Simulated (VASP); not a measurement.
Write the native input for VASP 6.6.1 that does the following.

```yaml
Task: single point
Functional: PBE
Potentials_or_basis: VASP PAW PBE potentials, release 64 (C)
Cutoff: 520 eV
k_mesh: 6 × 6 × 6
Occupations: gaussian, width 0.1 eV
Spin: collinear spin
Starting_moments: "[1.0, 1.0, 1.0, 1.0] μB"
Dipole_correction: no
Further_INCAR_settings: ALGO = Normal; EDIFF = 1e-07; NBANDS = 20
```

The structure of C lies in POSCAR:

```
C
1.0
    3.2084004900      0.0000000000      0.0000000000
   -1.6042002400      2.7785563300      0.0000000000
    0.0000000000      0.0000000000      2.8652681600
C
4
Direct
    0.5000000000      0.0000000000      0.2534999100
    0.0000000000      0.5000000000      0.2534999100
    0.5000000000      0.5000000000      0.2534999100
    0.0000000000      0.0000000000      0.5864691200
```

The cell was generated, and may not be a known phase.

The input as run:

INCAR

```
PREC = Accurate
ENCUT = 520
EDIFF = 1E-7
ISMEAR = 0
SIGMA = 0.1
LREAL = False
LASPH = True
NELM = 150
ALGO = Normal
ISIF = 2
LWAVE = False
LCHARG = False
ISPIN = 2
MAGMOM = 1 1 1 1
LORBIT = 11
GGA = PE
NBANDS = 20
```

KPOINTS

```
regular mesh
0
Gamma
  6 6 6
```

Potentials or basis: VASP PAW PBE potentials, release 64 (C).

The run is started by

```sh
$ cat potpaw_PBE.64/C/POTCAR > POTCAR
$ mpirun -np 1 vasp_std > vasp.out
```

It gave:

The pressure is 33.8 GPa, the largest force is 1.220 eV/Å and the band gap on the k mesh is zero (filled and empty bands overlap). The net moment is 0.00 μB per cell and the valence electrons inside the program's atomic spheres are C 2.38, 2.15 (each value once).

Caveat: the k points lie up to 0.38 Å⁻¹ apart, too coarse for converged energies and pressures of a metal; forces of over 1 eV/Å act on the atoms, so gaps and moduli don't describe the material at rest.

Run time: 42 s on 1 thread of Intel Xeon 8259CL, with other jobs on the host, peak memory 0.15 GiB.
